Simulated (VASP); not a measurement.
A run of VASP 6.6.1 is set up as follows.

INCAR

```
SYSTEM = Ca4Dy
ALGO = Normal ; EDIFF = 1E-7
EDIFFG = -0.04 ; ENCUT = 500
GGA = PE ; GGA_COMPAT = .FALSE.
IBRION = 2 ; ISIF = 3
ISMEAR = 0 ; LASPH = .TRUE.
LCHARG = .FALSE. ; LMAXMIX = 6
LREAL = .FALSE. ; LWAVE = .FALSE.
NELM = 200 ; NELMIN = 4
NSW = 90 ; PREC = Accurate
SIGMA = 0.1
```

The input KPOINTS:

```
k-points
0
G
  4 4 2
  0 0 0
```

File POSCAR:

```
Ca4Dy
1.0
    5.0450482574      0.0000000000      0.0000000000
    0.0000000000      5.0450482574      0.0000000000
    0.0000000000      0.0000000000      7.6752840146
Ca Dy
4 1
Direct
    0.0000000000      0.5000000000      0.5000000000
    0.5000000000      0.0000000000      0.5000000000
    0.0000000000      0.0000000000      0.2008073381
    0.0000000000      0.0000000000      0.7991926619
    0.5000000000      0.5000000000      0.0000000000
```

Potentials or basis: VASP PAW PBE potentials, release 64 (Ca_sv, Dy_3), 4f in core.

Run with:

```console
$ cat potpaw_PBE.64/Ca_sv/POTCAR potpaw_PBE.64/Dy_3/POTCAR > POTCAR
$ mpirun -np 1 vasp_std > vasp.out
```

Task: What does it give for the relaxed cell?

Result: a = 4.690 Å, b = 4.690 Å, c = 9.282 Å, α = 90.00°, β = 90.00°, γ = 90.00°.

Task: What does it give for the space group after relaxing (to 0.1 Å)?

Result: P4/mmm (No. 123).

Forces on the atoms (eV/Å):
```
Ca   0.000  0.000  0.000
Ca   0.000  0.000  0.000
Ca   0.000  0.000 -0.033
Ca   0.000  0.000  0.033
Dy   0.000  0.000  0.000
```

Caveat: the k points lie up to 0.34 Å⁻¹ apart in the final cell, too coarse for converged energies and pressures of a metal; a cell axis changed by over 15 % at a fixed basis, so the end point is rough; spin-orbit coupling is left out, which moves the levels of the heavy elements; the 4f electrons are frozen in the core, so they carry no moment and show no levels. Spin polarisation is off, so any magnetic state and its effect on volume and gap are missing.
